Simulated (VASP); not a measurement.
# V (P6_3/mmc) in VASP: a series of runs

V is run at these levels: r2SCAN; tasks: single point.

Program: VASP 6.6.1. These are calculated values, not measurements. Logs are shortened: lines on timing, memory, paths and dates and some standing lists are left out, and cuts for length are marked.

### 1 The cell of the first run

Symmetry: P6_3/mmc, No. 194, hexagonal system. Conventional cell: a = 2.627 Å, b = 2.627 Å, c = 9.143 Å, α = 90.00°, β = 90.00°, γ = 120.00°. Within 3.5 Å of V (site symmetry -3m) lie 12 V at 2.63 to 2.74 Å. Within 3.5 Å of V (site symmetry -6m2) lie 12 V at 2.63 to 2.74 Å.

This isn't the form of V at room conditions, which is bcc.

### 2 Single point, r2SCAN, collinear spin, ferromagnetic start

File POSCAR:

```
V
1.0
    2.6273793560      0.0000000000      0.0000000000
   -1.3136896780      2.2753772676      0.0000000000
    0.0000000000      0.0000000000      9.1433215110
V
4
Direct
    0.0000000000      0.0000000000      1.0000000000
    0.0000000000      0.0000000000      0.5000000000
    0.3333333333      0.6666666667      0.2500000000
    0.6666666667      0.3333333333      0.7500000000
```

File INCAR.step1:

```
ALGO = Normal ; EDIFF = 1E-4
ENCUT = 520 ; GGA = PE
ISMEAR = -1 ; ISPIN = 2
LASPH = True ; LCHARG = False
LMAXMIX = 4 ; LREAL = False
LWAVE = True ; MAGMOM = 1 1 1 1
NBANDS = 38 ; NELM = 150
PREC = Accurate ; SIGMA = 0.05
```

File INCAR.step2:

```
ALGO = Normal ; EDIFF = 1E-6
ENCUT = 520 ; ISIF = 2
ISMEAR = -1 ; ISPIN = 2
ISTART = 1 ; LASPH = True
LCHARG = False ; LMAXMIX = 4
LMIXTAU = True ; LORBIT = 11
LREAL = False ; LWAVE = False
MAGMOM = 1 1 1 1 ; METAGGA = R2SCAN
NBANDS = 38 ; NELM = 150
PREC = Accurate ; SIGMA = 0.05
```

File KPOINTS:

```
k-points
0
Gamma
  13 13 4
```

Potentials or basis: VASP PAW PBE potentials, release 64 (V_sv).

Command:

```
$ cat potpaw_PBE.64/V_sv/POTCAR > POTCAR
$ cp INCAR.step1 INCAR
$ mpirun -np 1 vasp_std > vasp.out
$ cp INCAR.step2 INCAR
$ mpirun -np 1 vasp_std > vasp.out
```

OUTCAR:

```text
EDIFF = 1E-6
   ENCUT = 520
   ISIF = 2
   ISMEAR = -1
   ISPIN = 2
   ISTART = 1
   LASPH = True
   LORBIT = 11
   LREAL = False
   METAGGA = R2SCAN
   NELM = 150
   PREC = Accurate

 ion  position               nearest neighbor table
   1  0.000  0.000  0.000-   3 2.74   4 2.74   3 2.74   4 2.74   4 2.74   3 2.74
   2  0.000  0.000  0.500-   3 2.74   4 2.74   3 2.74   4 2.74   4 2.74   3 2.74
   3  0.333  0.667  0.250-   1 2.74   2 2.74   1 2.74   2 2.74   1 2.74   2 2.74
   4  0.667  0.333  0.750-   1 2.74   2 2.74   1 2.74   2 2.74   1 2.74   2 2.74

  LATTYP: Found a hexagonal cell.
 ALAT       =     2.6273793560
 C/A-ratio  =     3.4800157389

  Lattice vectors:

 A1 = (   2.6273793560,   0.0000000000,   0.0000000000)
 A2 = (  -1.3136896780,   2.2753772676,   0.0000000000)
 A3 = (   0.0000000000,   0.0000000000,   9.1433215110)

Analysis of symmetry for initial positions (statically):
=====================================================================
 Subroutine PRICEL returns:
 Original cell was already a primitive cell.

 Routine SETGRP: Setting up the symmetry group for a
 hexagonal supercell.

 Subroutine GETGRP returns: Found 24 space group operations
 (whereof 12 operations were pure point group operations)
 out of a pool of 24 trial point group operations.

The static configuration has the point symmetry D_3d.
 The point group associated with its full space group is D_6h.

Analysis of symmetry for dynamics (positions and initial velocities):
=====================================================================
 Subroutine PRICEL returns:
 Original cell was already a primitive cell.

 Routine SETGRP: Setting up the symmetry group for a
 hexagonal supercell.

 Subroutine GETGRP returns: Found 24 space group operations
 (whereof 12 operations were pure point group operations)
 out of a pool of 24 trial point group operations.

The dynamic configuration has the point symmetry D_3d.
 The point group associated with its full space group is D_6h.

Analysis of structural, dynamic, and magnetic symmetry:
=====================================================================
 Subroutine PRICEL returns:
 Original cell was already a primitive cell.

 Routine SETGRP: Setting up the symmetry group for a
 hexagonal supercell.

 Subroutine GETGRP returns: Found 24 space group operations
 (whereof 12 operations were pure point group operations)
 out of a pool of 24 trial point group operations.

The overall configuration has the point symmetry D_3d.
 The point group associated with its full space group is D_6h.

 Subroutine INISYM returns: Found 24 space group operations
 (whereof 12 operations are pure point group operations),
 and found     1 'primitive' translations

----------------------------------------------------------------------------------------

                                     Primitive cell

  volume of cell :      54.6613

  direct lattice vectors                    reciprocal lattice vectors
     2.627379356  0.000000000  0.000000000     0.380607390  0.219743779  0.000000000
    -1.313689678  2.275377268  0.000000000     0.000000000  0.439487558  0.000000000
     0.000000000  0.000000000  9.143321511     0.000000000  0.000000000  0.109369445

  length of vectors
     2.627379356  2.627379356  9.143321511     0.439487558  0.439487558  0.109369445

  position of ions in fractional coordinates (direct lattice)
     0.000000000  0.000000000  0.000000000
     0.000000000  0.000000000  0.500000000
     0.333333333  0.666666667  0.250000000
     0.666666667  0.333333333  0.750000000

  ion indices of the primitive-cell ions
   primitive index   ion index
                 1           1
                 2           2
                 3           3
                 4           4

----------------------------------------------------------------------------------------

 KPOINTS: k-points

Automatic generation of k-mesh.
 Grid dimensions read from file:
 generate k-points for:   13   13    4

 Generating k-lattice:

  Cartesian coordinates                     Fractional coordinates (reciprocal lattice)
     0.029277492  0.016903368  0.000000000     0.076923077 -0.000000000  0.000000000
     0.000000000  0.033806735  0.000000000     0.000000000  0.076923077  0.000000000
     0.000000000  0.000000000  0.027342361     0.000000000  0.000000000  0.250000000

  Length of vectors
     0.033806735  0.033806735  0.027342361

  Shift w.r.t. Gamma in fractional coordinates (k-lattice)
     0.000000000  0.000000000  0.000000000

 Subroutine IBZKPT returns following result:
 ===========================================

 Found     63 irreducible k-points:

 Following reciprocal coordinates:
            Coordinates               Weight
  0.000000  0.000000  0.000000      1.000000
  0.076923  0.000000  0.000000      6.000000
  0.153846 -0.000000  0.000000      6.000000
  0.230769 -0.000000  0.000000      6.000000
  0.307692 -0.000000  0.000000      6.000000
[... 31 lines left out ...]
   POTIM  = 0.5000    time-step for ionic-motion
   TEBEG  =    0.0;   TEEND  =   0.0 temperature during run
   PSTRESS=    0.0 pullay stress
   NELECT =      52.0000    total number of electrons
   NUPDOWN=      -1.0000    fix difference up-down
   EMIN   =  10.00;   EMAX   =-10.00  energy-range for DOS
   EFERMI =   0.00;   METHOD = LEGACY
   ISMEAR =    -1;   SIGMA  =   0.05  broadening in eV -4-tet -1-fermi 0-gaus
   EFERMI_NEDOS =   21; number of points for ismear=-14 and -15
   IALGO  =     38    algorithm
   IMIX   =      4    mixing-type and parameters
     AMIX     =   0.40;   BMIX     =  1.00
     AMIX_MAG =   1.60;   BMIX_MAG =  1.00
  volume/ion in A,a.u.               =      13.67        92.22
  Fermi-wavevector in a.u.,A,eV,Ry     =   1.610087  3.042622 35.271452  2.592379
  Thomas-Fermi vector in A             =   2.705693
   LORBIT       =     11    0 simple, 1 ext, 2 COOP (PROOUT), +10 PAW based schemes
   METAGGA = R2SCAN    functional components
   LHFCALC =     F    Hartree Fock is set to
   AEXX    =    0.0000 exact exchange contribution
   IVDW    =     0    specifies the selected vdW correction
   LEPSILON=     F    determine dielectric tensor
   LRPA    =     F    only Hartree local field effects (RPA)
 spin polarized calculation
  energy-cutoff  :      520.00
  volume of cell :       54.66
 maximum number of plane-waves:      1502
 NGX is ok and might be reduce to    20
   NGX =  9   NGY =  9   NGZ = 35

 number of electron      52.0000027 magnetization       0.0002780

 Free energy of the ion-electron system (eV)
  ---------------------------------------------------
  ext. energy  EPLUGINS =         0.00000000
  ---------------------------------------------------
  free energy    TOTEN  =       -55.57897107 eV

  energy without entropy =      -55.53200079  energy(sigma->0) =      -55.55548593

 E-fermi :   9.8659     XC(G=0): -13.9689

 val. band max:        9.8532338975   @ k =   0.3846   0.0769   0.5000
 cond. band min:       9.8728116436   @ k =   0.2308  -0.0000   0.0000
 fundamental gap:      0.0195777461
 Fermi energy:         9.8659363483

 spin component 1

 k-point     1 :       0.0000    0.0000    0.0000
  band No.  band energies     occupation
      1     -56.8216      1.00000
      2     -56.7689      1.00000
      3     -56.7269      1.00000
      4     -56.6733      1.00000
      5     -29.8293      1.00000
      6     -29.4507      1.00000
[... 30 lines left out ...]
     37      12.5748      0.00000
     38      12.5748      0.00000
[... 941 lines left out ...]
     37      12.6901      0.00000
     38      13.0795      0.00000

 [... further k-points ...]

 spin component 2

 k-point     1 :       0.0000    0.0000    0.0000
  band No.  band energies     occupation
      1     -56.8215      1.00000
      2     -56.7687      1.00000
      3     -56.7270      1.00000
      4     -56.6733      1.00000
      5     -29.8292      1.00000
      6     -29.4508      1.00000
[... 30 lines left out ...]
     37      12.5749      0.00000
     38      12.5750      0.00000
[... 941 lines left out ...]
     37      12.6902      0.00000
     38      13.0796      0.00000

 [... further k-points ...]

------------------------ aborting loop because EDIFF is reached ----------------------------------------

  FORCE on cell =-STRESS in cart. coord.  units (eV):
  Direction    XX          YY          ZZ          XY          YZ          ZX
  --------------------------------------------------------------------------------------
  -------------------------------------------------------------------------------------
  Total        0.2114577      0.2114577      0.1944248      0.0000000     -0.0000000      0.0000000
  in kB        6.1980333      6.1980333      5.6987829      0.0000000     -0.0000000      0.0000000
  external PRESSURE =       6.0316165 kB  Pullay stress =       0.0000000 kB

 VOLUME and BASIS-vectors are now :
 -----------------------------------------------------------------------------
  energy-cutoff  :      520.00
  volume of cell :       54.66
      direct lattice vectors                 reciprocal lattice vectors
     2.627379356  0.000000000  0.000000000     0.380607390  0.219743779  0.000000000
    -1.313689678  2.275377268  0.000000000     0.000000000  0.439487558  0.000000000
     0.000000000  0.000000000  9.143321511     0.000000000  0.000000000  0.109369445

 POSITION                                       TOTAL-FORCE (eV/Angst)
 -----------------------------------------------------------------------------------
      0.00000      0.00000      0.00000         0.000000      0.000000      0.000000
      0.00000      0.00000      4.57166         0.000000      0.000000      0.000000
     -0.00000      1.51692      2.28583         0.000000      0.000000     -0.000000
      1.31369      0.75846      6.85749        -0.000000     -0.000000     -0.000000
 -----------------------------------------------------------------------------------
    total drift:                                0.000000     -0.000000      0.000000

  FREE ENERGIE OF THE ION-ELECTRON SYSTEM (eV)
  ---------------------------------------------------
  free  energy   TOTEN  =       -55.5789710694 eV

  energy  without entropy=      -55.5320007919  energy(sigma->0) =      -55.55548593

 total charge

# of ion       s       p       d       tot
------------------------------------------
    1        2.344   6.244   3.009  11.597
    2        2.344   6.244   3.009  11.597
    3        2.340   6.232   3.031  11.604
    4        2.340   6.232   3.031  11.604
--------------------------------------------------
tot          9.369  24.953  12.080  46.402

 magnetization (x)

# of ion       s       p       d       tot
------------------------------------------
    1        0.000   0.000   0.000   0.000
    2        0.000   0.000   0.000   0.000
    3       -0.000  -0.000  -0.000  -0.000
    4       -0.000  -0.000  -0.000  -0.000
--------------------------------------------------
tot          0.000   0.000   0.000   0.000
```

Run time: 8.5 min. Hardware: 1 thread of AMD EPYC 9R45 (Zen 5), shared host; peak memory 0.28 GiB.

What came out:

- Free energy: -55.5790 eV
- Pressure: 0.6 GPa
- Band gap on the k mesh: zero (filled and empty bands overlap)
- Net moment: 0.00 μB per cell
- Valence electrons inside the program's atomic spheres: V 11.60

Levels at points of the mesh, in eV from the Fermi level:
Spin up:
| k point | band 23 | band 24 | band 25 | band 26 | band 27 | band 28 | band 29 | band 30 |
| --- | --- | --- | --- | --- | --- | --- | --- | --- |
| (0.00, 0.00, 0.00) | -0.36 | -0.06 | 0.26 | 0.26 | 0.29 | 0.29 | 0.54 | 0.54 |
| (0.00, 0.00, 0.50) | -0.59 | -0.59 | 0.32 | 0.32 | 0.32 | 0.32 | 0.51 | 0.51 |
Spin down:
```csv
k point,band 22,band 23,band 24,band 25,band 26,band 27,band 28,band 29,band 30,band 31
"(0.00, 0.00, 0.00)",-0.98,-0.36,-0.06,0.26,0.26,0.29,0.29,0.54,0.54,0.60
"(0.00, 0.00, 0.50)",-0.74,-0.59,-0.59,0.32,0.32,0.32,0.32,0.51,0.51,0.51
```

Caveat: the PAW data sets were made with another functional, which shifts forces and pressure a little.

### 3 Single point, r2SCAN, collinear spin, ferromagnetic start (13.12 Å³/atom)

This run uses another cell than the first one, of 13.12 Å³/atom.

File POSCAR:

```
V
1.0
    2.5918698766      0.0000000000      0.0000000000
   -1.2959349383      2.2446251564      0.0000000000
    0.0000000000      0.0000000000      9.0197479640
V
4
Direct
    0.0000000000      0.0000000000      1.0000000000
    0.0000000000      0.0000000000      0.5000000000
    0.3333333333      0.6666666667      0.2500000000
    0.6666666667      0.3333333333      0.7500000000
```

File INCAR.step1:

```
SYSTEM = V
ALGO = Normal
EDIFF = 1E-4
ENCUT = 520
GGA = PE
ISMEAR = -1
ISPIN = 2
LASPH = .True.
LCHARG = .False.
LMAXMIX = 4
LREAL = .False.
LWAVE = .True.
MAGMOM = 1 1 1 1
NBANDS = 38
NELM = 150
PREC = Accurate
SIGMA = 0.05
```

File INCAR.step2:

```
SYSTEM = V
ALGO = Normal
EDIFF = 1E-6
ENCUT = 520
ISIF = 2
ISMEAR = -1
ISPIN = 2
ISTART = 1
LASPH = .True.
LCHARG = .True.
LELF = .True.
LMAXMIX = 4
LMIXTAU = .True.
LORBIT = 11
LREAL = .False.
LVHAR = .True.
LWAVE = .False.
MAGMOM = 1 1 1 1
METAGGA = R2SCAN
NBANDS = 38
NELM = 150
PREC = Accurate
SIGMA = 0.05
```

File KPOINTS:

```
k-points
0
Gamma
  18 18 5
  0 0 0
```

Potentials or basis: VASP PAW PBE potentials, release 64 (V_sv).

Command:

```
$ cat potpaw_PBE.64/V_sv/POTCAR > POTCAR
$ cp INCAR.step1 INCAR
$ mpirun -np 1 vasp_std > vasp.out
$ cp INCAR.step2 INCAR
$ mpirun -np 1 vasp_std > vasp.out
```

Wall time 45 min (1 thread of Oxide Virtual Turin-like, shared host); peak memory 0.37 GiB.

The run converged. Its results:

```
Free energy                                           : -55.5161 eV
Pressure                                              : 9.0 GPa
Band gap on the k mesh                                : zero (filled and empty bands overlap)
Net moment                                            : 0.00 μB per cell
Valence electrons inside the program's atomic spheres : V 11.67, 11.68 (each value once)
```

Stress tensor (GPa, compression positive):
```
8.91 0.00 0.00
0.00 8.91 0.00
0.00 0.00 9.10
```

Levels at points of the mesh, in eV from the Fermi level:
Spin up:
```tsv
k point	band 24	band 25	band 26	band 27	band 28	band 29
(0.00, 0.00, 0.00)	0.03	0.25	0.25	0.29	0.29	0.56
(0.50, 0.00, 0.00)	-0.86	-0.39	0.31	0.53	1.81	1.83
```
Spin down:
```
           k point  band 22  band 23  band 24  band 25  band 26  band 27  band 28  band 29  band 30  band 31
(0.00, 0.00, 0.00)    -1.02    -0.39     0.03     0.25     0.25     0.29     0.29     0.56     0.56     0.61
(0.50, 0.00, 0.00)    -2.11    -2.01    -0.86    -0.39     0.31     0.53     1.81     1.83     1.84     2.76
```

Caveat: the cell stands under pressure; the PAW data sets were made with another functional, which shifts forces and pressure a little.

### 4 Single point, r2SCAN, collinear spin, ferromagnetic start (13.67 Å³/atom)

File POSCAR:

```
V
1.0
    2.6273793560      0.0000000000      0.0000000000
   -1.3136896780      2.2753772676      0.0000000000
    0.0000000000      0.0000000000      9.1433215110
V
4
Direct
    0.0000000000      0.0000000000      1.0000000000
    0.0000000000      0.0000000000      0.5000000000
    0.3333333333      0.6666666667      0.2500000000
    0.6666666667      0.3333333333      0.7500000000
```

File INCAR.step1:

```
SYSTEM = V
PREC     = Accurate       ! precision mode
ENCUT    = 520            ! plane-wave cutoff, eV
ISMEAR   = -1             ! smearing method
SIGMA    = 0.05           ! smearing width, eV
LREAL    = .False.        ! projectors in reciprocal space
LASPH    = .True.         ! aspherical terms in the spheres
NELM     = 150            ! most SCF steps
ISPIN    = 2              ! spin polarisation
MAGMOM   = 1 1 1 1        ! initial moments
LMAXMIX  = 4              ! l up to which the mixer works
NBANDS   = 38             ! bands
GGA      = PE             ! functional
ALGO     = Normal         ! electronic algorithm
EDIFF    = 1E-4           ! SCF threshold, eV
LWAVE    = .True.         ! write WAVECAR
LCHARG   = .False.        ! write CHGCAR
```

File INCAR.step2:

```
SYSTEM = V
PREC     = Accurate       ! precision mode
ENCUT    = 520            ! plane-wave cutoff, eV
EDIFF    = 1E-7           ! SCF threshold, eV
ISMEAR   = -1             ! smearing method
SIGMA    = 0.05           ! smearing width, eV
LREAL    = .False.        ! projectors in reciprocal space
LASPH    = .True.         ! aspherical terms in the spheres
NELM     = 150            ! most SCF steps
ALGO     = Normal         ! electronic algorithm
ISIF     = 2              ! what is computed and relaxed
LWAVE    = .False.        ! write WAVECAR
LCHARG   = .True.         ! write CHGCAR
ISPIN    = 2              ! spin polarisation
MAGMOM   = 1 1 1 1        ! initial moments
LORBIT   = 11             ! projections on sites
LMAXMIX  = 4              ! l up to which the mixer works
METAGGA  = R2SCAN         ! meta-GGA
LMIXTAU  = .True.       
LELF     = .True.         ! ELF
LVHAR    = .True.       
NBANDS   = 38             ! bands
ISTART   = 1
```

File KPOINTS:

```
regular mesh
0
Gamma
  18 18 5
  0 0 0
```

Command:

```
$ cat potpaw_PBE.64/V_sv/POTCAR > POTCAR
$ cp INCAR.step1 INCAR
$ mpirun -np 1 vasp_std > vasp.out
$ cp INCAR.step2 INCAR
$ mpirun -np 1 vasp_std > vasp.out
```

Run time: 24 min. Hardware: 1 thread of Oxide Virtual Turin-like, shared host; peak memory 0.38 GiB.

It converged, with:

```
Free energy                                           : -55.5807 eV
Pressure                                              : 0.6 GPa
Band gap on the k mesh                                : zero (filled and empty bands overlap)
Net moment                                            : 0.00 μB per cell
Valence electrons inside the program's atomic spheres : V 11.60
```

Stress tensor (GPa, compression positive):
```
0.69 0.00 0.00
0.00 0.69 0.00
0.00 0.00 0.48
```

Levels at points of the mesh, in eV from the Fermi level:
Spin up:
| k point | band 23 | band 24 | band 25 | band 26 | band 27 | band 28 | band 29 | band 30 |
| --- | --- | --- | --- | --- | --- | --- | --- | --- |
| (0.00, 0.00, 0.00) | -0.36 | -0.06 | 0.26 | 0.26 | 0.29 | 0.29 | 0.55 | 0.55 |
| (0.50, 0.00, 0.00) | -1.90 | -0.79 | -0.41 | 0.28 | 0.53 | 1.69 | 1.74 | 1.75 |
Spin down:
| k point | band 23 | band 24 | band 25 | band 26 | band 27 | band 28 | band 29 | band 30 |
| --- | --- | --- | --- | --- | --- | --- | --- | --- |
| (0.00, 0.00, 0.00) | -0.36 | -0.06 | 0.26 | 0.26 | 0.29 | 0.29 | 0.55 | 0.55 |
| (0.50, 0.00, 0.00) | -1.90 | -0.79 | -0.41 | 0.28 | 0.53 | 1.69 | 1.74 | 1.75 |

Caveat: the PAW data sets were made with another functional, which shifts forces and pressure a little.

### 5 Overview

```tsv
cell	k mesh	gap on the mesh (eV)	pressure (GPa)	moment (μB)
a = 2.627, b = 2.627, c = 9.143 Å, angles 90.0, 90.0, 120.0°, 4 atoms	13 × 13 × 4	none	0.6	0.00
a = 2.592, b = 2.592, c = 9.020 Å, angles 90.0, 90.0, 120.0°, 4 atoms	18 × 18 × 5	none	9.0	0.00
a = 2.627, b = 2.627, c = 9.143 Å, angles 90.0, 90.0, 120.0°, 4 atoms	18 × 18 × 5	none	0.6	0.00
```

Alike in all rows: task single point; level r2SCAN; potentials or basis VASP PAW PBE potentials, release 64 (V_sv); spin collinear, ferromagnetic start; cutoff (eV) 520; smearing fermi-dirac 0.05 eV.

Caveats: the PAW data sets were made with another functional, which shifts forces and pressure a little; the cell stands under pressure (at least some runs).

Absolute energies hang on the potentials; compare differences alone.
